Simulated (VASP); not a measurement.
# NaI (Fm-3m) in VASP: a series of runs, part 2 of 2

VASP 6.6.1. Earlier steps stand in the parts before.

## Step 3: Single point, PBE

This run uses another cell than the first one, of 31.36 Å³/atom, 1.028 times its volume.

Input file INCAR:

```
SYSTEM = NaI
  PREC = Accurate
  ENCUT = 500
  EDIFF = 1E-6
  ISMEAR = 0
  SIGMA = 0.01
  LREAL = .False.
  LASPH = .True.
  NELM = 120
  ALGO = Normal
  ISIF = 2
  LWAVE = .False.
  LCHARG = .False.
  GGA = PE
  NBANDS = 14
  GGA_COMPAT = .False.
```

Input file KPOINTS:

```
Automatic mesh
0
Gamma
  5 5 5
  0 0 0
```

Input file POSCAR:

```
NaI
1.0
    0.0000000000      3.1533785085      3.1533785085
    3.1533785085      0.0000000000      3.1533785085
    3.1533785085      3.1533785085      0.0000000000
Na I
1 1
Direct
    0.0000000000      0.0000000000      0.0000000000
    0.5000000000      0.5000000000      0.5000000000
```

Potentials or basis: VASP PAW PBE potentials, release 64 (Na_pv, I).

Started as:

```
$ cat potpaw_PBE.64/Na_pv/POTCAR potpaw_PBE.64/I/POTCAR > POTCAR
$ mpirun -np 1 vasp_std > vasp.out
```

OUTCAR:

```text
SYSTEM = NaI
   PREC = Accurate
   ENCUT = 500
   EDIFF = 1E-6
   ISMEAR = 0
   LREAL = .False.
   LASPH = .True.
   NELM = 120
   ISIF = 2
   GGA = PE

 ion  position               nearest neighbor table
   1  0.000  0.000  0.000-   2 3.15   2 3.15   2 3.15   2 3.15   2 3.15   2 3.15
   2  0.500  0.500  0.500-   1 3.15   1 3.15   1 3.15   1 3.15   1 3.15   1 3.15

  LATTYP: Found a face centered cubic cell.
 ALAT       =     6.3067570170

  Lattice vectors:

 A1 = (   0.0000000000,   3.1533785085,   3.1533785085)
 A2 = (   3.1533785085,   0.0000000000,   3.1533785085)
[... 340 lines left out ...]

  FORCE on cell =-STRESS in cart. coord.  units (eV):
  Direction    XX          YY          ZZ          XY          YZ          ZX
  --------------------------------------------------------------------------------------
  -------------------------------------------------------------------------------------
  Total        0.7995526      0.7995526      0.7995526     -0.0000000     -0.0000000      0.0000000
  in kB       20.4267522     20.4267522     20.4267522     -0.0000000     -0.0000000      0.0000000
  external PRESSURE =      20.4267522 kB  Pullay stress =       0.0000000 kB

 VOLUME and BASIS-vectors are now :
 -----------------------------------------------------------------------------
  energy-cutoff  :      500.00
  volume of cell :       62.71
      direct lattice vectors                 reciprocal lattice vectors
     0.000000000  3.153378508  3.153378508    -0.158560096  0.158560096  0.158560096
     3.153378508  0.000000000  3.153378508     0.158560096 -0.158560096  0.158560096
     3.153378508  3.153378508  0.000000000     0.158560096  0.158560096 -0.158560096

 POSITION                                       TOTAL-FORCE (eV/Angst)
 -----------------------------------------------------------------------------------
      0.00000      0.00000      0.00000        -0.000000      0.000000     -0.000000
      3.15338      3.15338      3.15338         0.000000     -0.000000      0.000000
 -----------------------------------------------------------------------------------
    total drift:                                0.000000      0.000000      0.000000

  FREE ENERGIE OF THE ION-ELECTRON SYSTEM (eV)
  ---------------------------------------------------
  free  energy   TOTEN  =        -5.3463041283 eV

  energy  without entropy=       -5.3463041283  energy(sigma->0) =       -5.34630413
```

Run time: 7.5 s. Hardware: 1 thread of AMD EPYC 7R13 (Zen 3), shared host; peak memory 0.17 GiB.

Results:

```
Free energy            : -5.3463 eV
Pressure               : 2.0 GPa
Band gap on the k mesh : 3.86 eV, direct
```

Levels at points of the mesh, in eV from the valence-band top:
| k point | band 5 | band 6 | band 7 | band 8 | band 9 | band 10 |
| --- | --- | --- | --- | --- | --- | --- |
| (0.00, 0.00, 0.00) | 0.00 | 0.00 | 0.00 | 3.86 | 7.92 | 7.92 |

Caveat: spin-orbit coupling is left out, which moves the levels of the heavy elements.

## Step 4: Single point, PBE

This run uses another cell than the first one, of 32.20 Å³/atom, 1.056 times its volume.

Input file INCAR:

```
ALGO = Normal ; EDIFF = 1E-6
ENCUT = 500 ; GGA = PE
GGA_COMPAT = False ; ISIF = 2
ISMEAR = 0 ; LASPH = True
LCHARG = False ; LREAL = False
LWAVE = False ; NBANDS = 14
NELM = 120 ; PREC = Accurate
SIGMA = 0.01
```

Input file KPOINTS:

```
k-points
0
Gamma
  5 5 5
```

Input file POSCAR:

```
NaI
1.0
    0.0000000000      3.1815351636      3.1815351636
    3.1815351636      0.0000000000      3.1815351636
    3.1815351636      3.1815351636      0.0000000000
Na I
1 1
Direct
    0.0000000000      0.0000000000      0.0000000000
    0.5000000000      0.5000000000      0.5000000000
```

Started as:

```
$ cat potpaw_PBE.64/Na_pv/POTCAR potpaw_PBE.64/I/POTCAR > POTCAR
$ mpirun -np 1 vasp_std > vasp.out
```

Run time: 7.6 s. Hardware: 1 thread of AMD EPYC 7R13 (Zen 3), shared host; peak memory 0.16 GiB.

Results (log left out):

```yaml
Free_energy: -5.3647 eV
Pressure: 1.4 GPa
Band_gap_on_the_k_mesh: 3.78 eV, direct
```

Levels at points of the mesh, in eV from the valence-band top:
```csv
k point,band 5,band 6,band 7,band 8,band 9,band 10
"(0.00, 0.00, 0.00)",0.00,0.00,0.00,3.78,7.93,7.93
```

Caveat: spin-orbit coupling is left out, which moves the levels of the heavy elements. A hybrid or GW would open this gap; PBE tends to underestimate it.

## Step 5: Single point, PBE

This run uses another cell than the first one, of 33.05 Å³/atom, 1.083 times its volume.

Input file INCAR:

```
  PREC = Accurate
  ENCUT = 500
  EDIFF = 1E-6
  ISMEAR = 0
  SIGMA = 0.01
  LREAL = F
  LASPH = T
  NELM = 120
  ALGO = Normal
  ISIF = 2
  LWAVE = F
  LCHARG = T
  GGA = PE
  LELF = T
  LVHAR = T
  NBANDS = 14
  GGA_COMPAT = F
```

Input file KPOINTS:

```
Automatic mesh
0
Gamma
  5 5 5
```

Input file POSCAR:

```
NaI
1.0
    0.0000000000      3.2092020755      3.2092020755
    3.2092020755      0.0000000000      3.2092020755
    3.2092020755      3.2092020755      0.0000000000
Na I
1 1
Direct
    0.0000000000      0.0000000000      0.0000000000
    0.5000000000      0.5000000000      0.5000000000
```

Started as:

```
$ cat potpaw_PBE.64/Na_pv/POTCAR potpaw_PBE.64/I/POTCAR > POTCAR
$ mpirun -np 1 vasp_std > vasp.out
```

Wall time 8.8 s (1 thread of AMD EPYC 7R13 (Zen 3), shared host); peak memory 0.17 GiB.

Results (log left out):

```
Free energy            : -5.3770 eV
Pressure               : 0.9 GPa
Band gap on the k mesh : 3.71 eV, direct
```

Levels at points of the mesh, in eV from the valence-band top:
| k point | band 4 | band 5 | band 6 | band 7 | band 8 | band 9 | band 10 | band 11 |
| --- | --- | --- | --- | --- | --- | --- | --- | --- |
| (0.00, 0.00, 0.00) | -11.08 | 0.00 | 0.00 | 0.00 | 3.71 | 7.93 | 7.93 | 7.93 |

Caveat: spin-orbit coupling is left out, which moves the levels of the heavy elements.

## Step 6: Single point, PBE

This run uses another cell than the first one, of 34.75 Å³/atom, 1.139 times its volume.

Input file INCAR:

```
ALGO     = Normal         # electronic algorithm
EDIFF    = 1E-6           # SCF threshold, eV
ENCUT    = 500            # plane-wave cutoff, eV
GGA      = PE             # functional
GGA_COMPAT= F            
ISIF     = 2              # what is computed and relaxed
ISMEAR   = 0              # smearing method
LASPH    = T              # aspherical terms in the spheres
LCHARG   = F              # write CHGCAR
LREAL    = F              # projectors in reciprocal space
LWAVE    = F              # write WAVECAR
NBANDS   = 14             # bands
NELM     = 120            # most SCF steps
PREC     = Accurate       # precision mode
SIGMA    = 0.01           # smearing width, eV
```

Input file KPOINTS:

```
k-points
0
Gamma
  5 5 5
```

Input file POSCAR:

```
NaI
1.0
    0.0000000000      3.2631483204      3.2631483204
    3.2631483204      0.0000000000      3.2631483204
    3.2631483204      3.2631483204      0.0000000000
Na I
1 1
Direct
    0.0000000000      0.0000000000      0.0000000000
    0.5000000000      0.5000000000      0.5000000000
```

Potentials or basis: VASP PAW PBE potentials, release 64 (Na_pv, I).

Started as:

```
$ cat potpaw_PBE.64/Na_pv/POTCAR potpaw_PBE.64/I/POTCAR > POTCAR
$ mpirun -np 1 vasp_std > vasp.out
```

OUTCAR:

```text
EDIFF = 1E-6
   ENCUT = 500
   GGA = PE
   ISIF = 2
   ISMEAR = 0
   LASPH = T
   LREAL = F
   NELM = 120
   PREC = Accurate

 ion  position               nearest neighbor table
   1  0.000  0.000  0.000-
   2  0.500  0.500  0.500-

  LATTYP: Found a face centered cubic cell.
 ALAT       =     6.5262966408

  Lattice vectors:

 A1 = (   0.0000000000,   3.2631483204,   3.2631483204)
 A2 = (   3.2631483204,   0.0000000000,   3.2631483204)
[... 337 lines left out ...]
     14      14.0465      0.00000

------------------------ aborting loop because EDIFF is reached ----------------------------------------

  FORCE on cell =-STRESS in cart. coord.  units (eV):
  Direction    XX          YY          ZZ          XY          YZ          ZX
  --------------------------------------------------------------------------------------
  -------------------------------------------------------------------------------------
  Total        0.0127126      0.0127126      0.0127126     -0.0000000      0.0000000     -0.0000000
  in kB        0.2930918      0.2930918      0.2930918     -0.0000000      0.0000000     -0.0000000
  external PRESSURE =       0.2930918 kB  Pullay stress =       0.0000000 kB

 VOLUME and BASIS-vectors are now :
 -----------------------------------------------------------------------------
  energy-cutoff  :      500.00
  volume of cell :       69.49
      direct lattice vectors                 reciprocal lattice vectors
     0.000000000  3.263148320  3.263148320    -0.153226256  0.153226256  0.153226256
     3.263148320  0.000000000  3.263148320     0.153226256 -0.153226256  0.153226256
     3.263148320  3.263148320  0.000000000     0.153226256  0.153226256 -0.153226256

 POSITION                                       TOTAL-FORCE (eV/Angst)
 -----------------------------------------------------------------------------------
      0.00000      0.00000      0.00000        -0.000000     -0.000000      0.000000
      3.26315      3.26315      3.26315         0.000000      0.000000     -0.000000
 -----------------------------------------------------------------------------------
    total drift:                                0.000000      0.000000      0.000000

  FREE ENERGIE OF THE ION-ELECTRON SYSTEM (eV)
  ---------------------------------------------------
  free  energy   TOTEN  =        -5.3867181709 eV

  energy  without entropy=       -5.3867181709  energy(sigma->0) =       -5.38671817
```

stdout:

```text
POSCAR found type information on POSCAR NaI
 POSCAR found :  2 types and       2 ions
 scaLAPACK will be used
 LDA part: xc-table for (Slater+PW92), standard interpolation
 POSCAR, INCAR and KPOINTS ok, starting setup
 FFT: planning ... GRIDC
 FFT: planning ... GRID_SOFT
 FFT: planning ... GRID
 WAVECAR not read
 entering main loop
```

Run time: 8.4 s. Hardware: 1 thread of AMD EPYC 7R13 (Zen 3), shared host; peak memory 0.17 GiB.

What came out:

* Free energy: -5.3867 eV
* Pressure: 0.0 GPa
* Band gap on the k mesh: 3.58 eV, direct

Caveat: spin-orbit coupling is left out, which moves the levels of the heavy elements.

## Step 7: The runs side by side

```csv
cell,gap on the mesh (eV),pressure (GPa)
"a = 4.419 Å, angles 60.0°, 2 atoms",3.95,2.8
"a = 4.460 Å, angles 60.0°, 2 atoms",3.86,2.0
"a = 4.499 Å, angles 60.0°, 2 atoms",3.78,1.4
"a = 4.538 Å, angles 60.0°, 2 atoms",3.71,0.9
"a = 4.615 Å, angles 60.0°, 2 atoms",3.58,0.0
```

Alike in all rows: task single point; level PBE; potentials or basis VASP PAW PBE potentials, release 64 (Na_pv, I); no spin polarisation; k mesh 5 × 5 × 5; cutoff (eV) 500; smearing gaussian 0.01 eV.

Caveats: spin-orbit coupling is left out, which moves the levels of the heavy elements.

Total energies depend on the potentials used, so only differences within one code and one set of settings carry meaning.
